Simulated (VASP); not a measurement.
# TiO2 in VASP: a series of runs, part 2 of 2

VASP 6.6.1. Earlier steps stand in the parts before.

### Step 4. Single point, LDA

INCAR reads:

```
SYSTEM = TiO2
  ALGO = Normal
  EDIFF = 1E-6
  ENCUT = 520
  GGA = CA
  ISIF = 2
  ISMEAR = 0
  LASPH = .TRUE.
  LCHARG = .FALSE.
  LREAL = .FALSE.
  LWAVE = .FALSE.
  NBANDS = 60
  NELM = 60
  PREC = Accurate
  SIGMA = 0.02
```

KPOINTS reads:

```
k-points
0
G
  6 6 6
  0 0 0
```

POSCAR reads:

```
TiO2
1.0
   -2.9169518645      3.2162124345      3.2162226226
    2.9169518645     -3.2162124345      3.2162226226
    2.9169518645      3.2162124345     -3.2162226226
Ti O
4 8
Direct
    0.5000262548      0.7500262548      0.7500000000
    0.4999737452      0.2499737452      0.2500000000
    0.0000000000      0.0000000000      0.5000000000
    0.0000000000      0.5000000000      0.0000000000
    0.3039519226      0.3039632606      0.5000113380
    0.1960882153      0.2500396699      0.9460485454
    0.3039519226      0.8039405846     -0.0000113380
    0.8039911244      0.2500396699      0.5539514546
    0.1960088756      0.7499603301      0.4460485454
    0.8039117847      0.7499603301      0.0539514546
    0.6960480774      0.1960594154      1.0000113380
    0.6960480774      0.6960367394      0.4999886620
```

Potentials or basis: VASP PAW LDA potentials, release 64 (Ti_sv, O).

Command:

```sh
cat potpaw_LDA.64/Ti_sv/POTCAR potpaw_LDA.64/O/POTCAR > POTCAR
mpirun -np 1 vasp_std > vasp.out
```

OUTCAR:

```text
SYSTEM = TiO2
   EDIFF = 1E-6
   ENCUT = 520
   GGA = CA
   ISIF = 2
   ISMEAR = 0
   LASPH = .TRUE.
   LREAL = .FALSE.
   NELM = 60
   PREC = Accurate

 ion  position               nearest neighbor table
   1  0.500  0.750  0.750-  11 1.93  12 1.93   5 1.93   7 1.93   9 1.96  10 1.96   2 2.92   2 2.92

   2  0.500  0.250  0.250-   5 1.93   7 1.93  11 1.93  12 1.93   8 1.96   6 1.96   1 2.92   1 2.92

   3  0.000  0.000  0.500-  10 1.93   6 1.93   8 1.93   9 1.93   5 1.96  12 1.96   4 2.92   4 2.92

   4  0.000  0.500  0.000-   9 1.93   8 1.93   6 1.93  10 1.93   7 1.96  11 1.96   3 2.92   3 2.92

   5  0.304  0.304  0.500-   2 1.93   1 1.93   3 1.96
   6  0.196  0.250  0.946-   3 1.93   4 1.93   2 1.96
   7  0.304  0.804  1.000-   2 1.93   1 1.93   4 1.96
   8  0.804  0.250  0.554-   4 1.93   3 1.93   2 1.96
   9  0.196  0.750  0.446-   4 1.93   3 1.93   1 1.96
  10  0.804  0.750  0.054-   3 1.93   4 1.93   1 1.96
  11  0.696  0.196  0.000-   1 1.93   2 1.93   4 1.96
  12  0.696  0.696  0.500-   1 1.93   2 1.93   3 1.96

  LATTYP: Found a body centered tetragonal cell.
 ALAT       =     6.4324248690
 C/A-ratio  =     0.9069524865

  Lattice vectors:

 A1 = (  -2.9169518645,   3.2162124345,  -3.2162226226)
 A2 = (  -2.9169518645,  -3.2162124345,   3.2162226226)
 A3 = (   2.9169518645,   3.2162124345,   3.2162226226)

Analysis of symmetry for initial positions (statically):
=====================================================================
 Subroutine PRICEL returns:
 Original cell was already a primitive cell.

 Routine SETGRP: Setting up the symmetry group for a
 body centered tetragonal supercell.

 Subroutine GETGRP returns: Found  8 space group operations
 (whereof  4 operations were pure point group operations)
 out of a pool of 16 trial point group operations.

The static configuration has the point symmetry C_2h.
 The point group associated with its full space group is D_2h.

Analysis of symmetry for dynamics (positions and initial velocities):
=====================================================================
 Subroutine PRICEL returns:
 Original cell was already a primitive cell.

 Routine SETGRP: Setting up the symmetry group for a
 body centered tetragonal supercell.

 Subroutine GETGRP returns: Found  8 space group operations
 (whereof  4 operations were pure point group operations)
 out of a pool of 16 trial point group operations.

The dynamic configuration has the point symmetry C_2h.
 The point group associated with its full space group is D_2h.

 Subroutine INISYM returns: Found  8 space group operations
 (whereof  4 operations are pure point group operations),
 and found     1 'primitive' translations

----------------------------------------------------------------------------------------

                                     Primitive cell

  volume of cell :     120.6924

  direct lattice vectors                    reciprocal lattice vectors
    -2.916951865  3.216212435  3.216222623     0.000000000  0.155462368  0.155461875
     2.916951865 -3.216212435  3.216222623     0.171411810  0.000000000  0.155461875
     2.916951865  3.216212435 -3.216222623     0.171411810  0.155462368  0.000000000

[... 63 lines left out ...]
  0.500000 -0.000000  0.000000      2.000000
  0.000000  0.166667 -0.000000      4.000000
 -0.166667  0.166667 -0.000000      4.000000
[... 16 lines left out ...]
 -0.166667  0.166667  0.166667      2.000000
  0.166667  0.333333  0.166667      4.000000
 [... further k-points ...]
   k-points           NKPTS =     46   k-points in BZ     NKDIM =     46   number of bands    NBANDS=     60
   number of dos      NEDOS =    301   number of ions     NIONS =     12
   total plane-waves  NPLWV =  64000
   dimension x,y,z NGX =    40 NGY =   40 NGZ =   40
   dimension x,y,z NGXF=    80 NGYF=   80 NGZF=   80
   ions per type =               4   8
   NGX,Y,Z   is equivalent  to a cutoff of  12.31, 12.31, 12.31 a.u.
   NGXF,Y,Z  is equivalent  to a cutoff of  24.61, 24.61, 24.61 a.u.
 SYSTEM =  TiO2
   PREC   = accura    normal or accurate (medium, high low for compatibility)
   ISTART =      0    job   : 0-new  1-cont  2-samecut
   ICHARG =      2    charge: 1-file 2-atom 10-const
   ISPIN  =      1    spin polarized calculation?
   LNONCOLLINEAR =      F non collinear calculations
   LSORBIT =      F    spin-orbit coupling
   LASPH  =      T    aspherical Exc in radial PAW
   ENCUT  =  520.0 eV  38.22 Ry    6.18 a.u.  10.05 10.05 10.05*2*pi/ulx,y,z
   NELM   =     60;   NELMIN=  2; NELMDL= -5     # of ELM steps
   EDIFF  = 0.1E-05   stopping-criterion for ELM
   LREAL  =      F    real-space projection
   EDIFFG = 0.1E-04   stopping-criterion for IOM
   NSW    =      0    number of steps for IOM
   IBRION =     -1    ionic relax: 0-MD 1-quasi-New 2-CG
   NFREE  =      0    steps in history (QN), initial steepest desc. (CG)
   ISIF   =      2    stress and relaxation
   ISYM   =      2    0-nonsym 1-usesym 2-fastsym
   POTIM  = 0.5000    time-step for ionic-motion
   TEBEG  =    0.0;   TEEND  =   0.0 temperature during run
   PSTRESS=    0.0 pullay stress
   NELECT =      96.0000    total number of electrons
   NUPDOWN=      -1.0000    fix difference up-down
   EMIN   =  10.00;   EMAX   =-10.00  energy-range for DOS
   EFERMI =   0.00;   METHOD = LEGACY
   ISMEAR =     0;   SIGMA  =   0.02  broadening in eV -4-tet -1-fermi 0-gaus
   EFERMI_NEDOS =   21; number of points for ismear=-14 and -15
   IALGO  =     38    algorithm
   IMIX   =      4    mixing-type and parameters
     AMIX     =   0.40;   BMIX     =  1.00
     AMIX_MAG =   1.60;   BMIX_MAG =  1.00
  volume/ion in A,a.u.               =      10.06        67.87
  Fermi-wavevector in a.u.,A,eV,Ry     =   1.516836  2.866404 31.304157  2.300791
  Thomas-Fermi vector in A             =   2.626172
   LORBIT       =      0    0 simple, 1 ext, 2 COOP (PROOUT), +10 PAW based schemes
   GGA     = CA    functional components
   LHFCALC =     F    Hartree Fock is set to
   AEXX    =    0.0000 exact exchange contribution
   IVDW    =     0    specifies the selected vdW correction
   LEPSILON=     F    determine dielectric tensor
   LRPA    =     F    only Hartree local field effects (RPA)
 non-spin polarized calculation
 Gauss-broadening in eV      SIGMA  =   0.02
  energy-cutoff  :      520.00
  volume of cell :      120.69
 maximum number of plane-waves:      3268
   NGX = 21   NGY = 21   NGZ = 21

 number of electron      96.0000041 magnetization

 Free energy of the ion-electron system (eV)
  ---------------------------------------------------
  ext. energy  EPLUGINS =         0.00000000
  ---------------------------------------------------
  free energy    TOTEN  =      -117.55489182 eV

  energy without entropy =     -117.55489182  energy(sigma->0) =     -117.55489182

 E-fermi :   5.1209     XC(G=0): -12.1721

 val. band max:        4.9186448605   @ k =   0.0000   0.0000   0.0000
 cond. band min:       6.7469896797   @ k =   0.0000   0.0000   0.0000
 fundamental gap:      1.8283448191
 Fermi energy:         5.1208869185

 k-point     1 :       0.0000    0.0000    0.0000
  band No.  band energies     occupation
      1     -51.1598      2.00000
      2     -51.1376      2.00000
      3     -51.0968      2.00000
      4     -51.0968      2.00000
      5     -28.1863      2.00000
      6     -28.1862      2.00000
[... 1501 lines left out ...]
     59       8.7572      0.00000
     60       8.7575      0.00000

 [... further k-points ...]
[... 5 lines left out ...]
  --------------------------------------------------------------------------------------
  -------------------------------------------------------------------------------------
  Total        1.2337369      0.8525634      0.8514914      0.0000000      0.0000000      0.0000000
  in kB       16.3777048     11.3176746     11.3034434      0.0000000      0.0000000      0.0000000
  external PRESSURE =      12.9996076 kB  Pullay stress =       0.0000000 kB

 VOLUME and BASIS-vectors are now :
 -----------------------------------------------------------------------------
  energy-cutoff  :      520.00
  volume of cell :      120.69
      direct lattice vectors                 reciprocal lattice vectors
    -2.916951865  3.216212435  3.216222623     0.000000000  0.155462368  0.155461875
     2.916951865 -3.216212435  3.216222623     0.171411810  0.000000000  0.155461875
     2.916951865  3.216212435 -3.216222623     0.171411810  0.155462368  0.000000000

 POSITION                                       TOTAL-FORCE (eV/Angst)
 -----------------------------------------------------------------------------------
      2.91695      1.60811      1.60828         0.000000      0.000000     -0.000315
      0.00000      1.60811      1.60794         0.000000      0.000000      0.000315
      1.45848      1.60811     -1.60811         0.000000      0.000000     -0.000000
      1.45848     -1.60811      1.60811         0.000000      0.000000     -0.000000
      1.45854      1.60811      0.34704        -0.001612     -0.000000     -0.036109
      2.91695      2.86917     -1.60786        -0.000000      0.035917     -0.001860
      4.37536      1.60811      0.34704         0.001612      0.000000     -0.036109
      0.00000      3.56325      1.60837        -0.000000     -0.035917     -0.001860
      2.91695     -0.34704      1.60786         0.000000      0.035917      0.001860
      0.00000      0.34704      4.82408         0.000000     -0.035917      0.001860
     -1.45841      1.60811      2.86918        -0.001612      0.000000      0.036109
      1.45841      1.60811      2.86918         0.001612      0.000000      0.036109
 -----------------------------------------------------------------------------------
    total drift:                               -0.000000     -0.000000      0.000000

  FREE ENERGIE OF THE ION-ELECTRON SYSTEM (eV)
  ---------------------------------------------------
  free  energy   TOTEN  =      -117.5548918177 eV

  energy  without entropy=     -117.5548918177  energy(sigma->0) =     -117.55489182
```

Wall time 3 min (1 thread of Intel Xeon 6975P-C (Granite Rapids), shared host); peak memory 0.35 GiB.

What came out:

| Quantity | Value |
| --- | --- |
| Free energy | -117.5549 eV |
| Pressure | 1.3 GPa |
| Largest force | 0.036 eV/Å |
| Band gap on the k mesh | 1.83 eV |

Forces in eV/Å, atoms in the order of the input:
```
Ti   0.000  0.000  0.000
Ti   0.000  0.000  0.000
Ti   0.000  0.000  0.000
Ti   0.000  0.000  0.000
O   -0.002  0.000 -0.036
O    0.000  0.036 -0.002
O    0.002  0.000 -0.036
O    0.000 -0.036 -0.002
O    0.000  0.036  0.002
O    0.000 -0.036  0.002
O   -0.002  0.000  0.036
O    0.002  0.000  0.036
```

Levels at points of the mesh, in eV from the valence-band top:
| k point | band 45 | band 46 | band 47 | band 48 | band 49 | band 50 | band 51 | band 52 |
| --- | --- | --- | --- | --- | --- | --- | --- | --- |
| (0.00, 0.00, 0.00) | -0.68 | -0.47 | -0.47 | 0.00 | 1.83 | 2.11 | 2.42 | 2.53 |
| (0.50, 0.00, 0.00) | -1.11 | -1.11 | -0.79 | -0.79 | 1.87 | 1.87 | 2.55 | 2.55 |
| (0.00, 0.50, 0.00) | -1.28 | -1.28 | -0.68 | -0.68 | 2.26 | 2.26 | 2.69 | 2.69 |
| (0.50, 0.50, 0.00) | -1.28 | -1.28 | -0.68 | -0.68 | 2.26 | 2.26 | 2.69 | 2.69 |
| (0.50, 0.50, 0.50) | -1.31 | -1.31 | -1.11 | -1.11 | 1.87 | 1.87 | 2.56 | 2.56 |
